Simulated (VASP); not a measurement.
# Cu: relaxation of cell and atoms with PBE

Crystal: Cu.

```
CELL_PARAMETERS angstrom
0.00000 1.89376 2.07767
1.71518 0.00000 2.07767
1.71518 1.89376 0.00000
ATOMIC_POSITIONS crystal
Cu 0.00000 0.00000 0.00000
```

The cell was built from a structure type or drawn by symmetry, and may not be a known phase.

```
Program                : VASP 6.6.1
Task                   : relaxation of cell and atoms
Functional             : PBE
Potentials or basis    : VASP PAW PBE potentials, release 64 (Cu)
Cutoff                 : 600 eV
k mesh                 : 8 × 8 × 8
Occupations            : gaussian, width 0.1 eV
Spin                   : no spin polarisation
Dipole correction      : no
Further INCAR settings : ALGO = Normal; EDIFF = 1e-06; IBRION = 2; EDIFFG = -0.04; NSW = 90; ISIF = 3
```

```json
{
  "Relaxed volume": "12.06 Å³/atom",
  "Relaxed cell": "a = 2.572 Å, b = 2.569 Å, c = 2.582 Å, α = 59.91°, β = 59.80°, γ = 60.29°",
  "Space group after relaxing (to 0.1 Å)": "Fm-3m (No. 225)",
  "Energy gained by relaxing": "76.7 meV/atom",
  "Ionic steps": "19",
  "Pressure after relaxing": "0.1 GPa",
  "Band gap on the k mesh": "zero (an odd number of electrons rules out a gap without spin polarisation)"
}
```

Stress tensor (GPa, compression positive):
```
 0.11  0.00  0.00
 0.00 -0.01  0.00
 0.00  0.00  0.32
```

The path:
| step | energy change (eV) | largest force (eV/Å) | pressure (GPa) | volume (Å³) |
| --- | --- | --- | --- | --- |
| 1 | 0.0000 | 0.0000 | -11.13 | 13.50 |
| 2 | -0.0577 | 0.0000 | 4.08 | 11.75 |
| 3 | -0.0608 | 0.0000 | 0.66 | 12.03 |
| 4 | -0.0652 | 0.0000 | 0.51 | 12.04 |
| 5 | -0.0690 | 0.0000 | 0.37 | 12.04 |
| 6 | -0.0683 | 0.0000 | 0.49 | 12.04 |
| 7 | -0.0702 | 0.0000 | 0.34 | 12.05 |
| 8 | -0.0702 | 0.0000 | 0.25 | 12.05 |
| 9 | -0.0713 | 0.0000 | -0.28 | 12.10 |
| 10 | -0.0719 | 0.0000 | -0.86 | 12.15 |
| 11 | -0.0721 | 0.0000 | -1.87 | 12.25 |
| 12 | -0.0726 | 0.0000 | -1.71 | 12.23 |
| 13 | -0.0741 | 0.0000 | -0.98 | 12.16 |
| 14 | -0.0764 | 0.0000 | 0.45 | 12.03 |
| 15 | -0.0764 | 0.0000 | 0.85 | 12.00 |
| 16 | -0.0764 | 0.0000 | 0.79 | 12.00 |
| 17 | -0.0766 | 0.0000 | 0.59 | 12.02 |
| 18 | -0.0766 | 0.0000 | 0.53 | 12.03 |
| 19 | -0.0767 | 0.0000 | 0.14 | 12.06 |

Final structure:
```yaml
crystal:
  lattice:
    - [0.00000, 1.82757, 1.80971]
    - [1.82360, 0.00000, 1.80971]
    - [1.82360, 1.82757, 0.00000]
  atoms:
    - { symbol: Cu, position: [0.00000, 0.00000, 0.00000] }
```

Levels at points of the mesh, in eV from the Fermi level:
| k point | band 2 | band 3 | band 4 | band 5 | band 6 | band 7 | band 8 | band 9 |
| --- | --- | --- | --- | --- | --- | --- | --- | --- |
| (0.00, 0.00, 0.00) | -2.90 | -2.89 | -2.85 | -2.10 | -2.06 | 22.50 | 24.97 | 25.00 |
| (0.50, 0.00, 0.00) | -2.93 | -2.89 | -1.54 | -1.52 | -0.87 | 3.73 | 20.97 | 21.68 |
| (0.50, 0.50, 0.00) | -4.23 | -1.55 | -1.40 | -1.39 | 1.71 | 7.20 | 12.86 | 12.86 |
| (0.50, 0.00, 0.50) | -4.23 | -1.55 | -1.41 | -1.38 | 1.51 | 6.94 | 13.08 | 13.10 |
| (0.00, 0.50, 0.50) | -4.23 | -1.55 | -1.41 | -1.38 | 1.55 | 7.00 | 13.03 | 13.05 |

Wall time 49 s on 1 thread of Intel(R) Xeon(R) 6975P-C (Granite Rapids), on a shared host, peak memory 0.15 GiB.

Caveat: the k points lie up to 0.37 Å⁻¹ apart in the final cell, too coarse for converged energies and pressures of a metal.
